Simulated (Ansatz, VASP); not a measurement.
BeS: VASP beside Ansatz

```
CELL_PARAMETERS angstrom
0.00000 2.43431 2.43431
2.43431 0.00000 2.43431
2.43431 2.43431 0.00000
ATOMIC_POSITIONS crystal
Be 0.00000 0.00000 0.00000
S 0.75000 0.75000 0.75000
```

Alike in both runs: task single point; functional r2SCAN; k mesh 10 × 10 × 10; no spin polarisation.

|  | VASP | Ansatz |
| --- | --- | --- |
| version | VASP 6.6.1 | Ansatz 0.2.0 |
| potentials or method | VASP PAW PBE potentials, release 64 (Be, S) | plane waves, PAW |
| plane-wave cutoff (eV) | 520 | 500 |
| occupations | gaussian, width 0.01 eV | fixed |
| valence electrons in the cell | 8 | 8 |

VASP gave:

* gap on the k mesh at the Fermi level (eV): 3.60
* pressure (GPa): 0.3

**Question.** Estimate Ansatz's values.

**Answer.** gap on the k mesh at the Fermi level (eV): 3.59; pressure (GPa): 0.0.

VASP's potentials were made for PBE, not for r2SCAN.
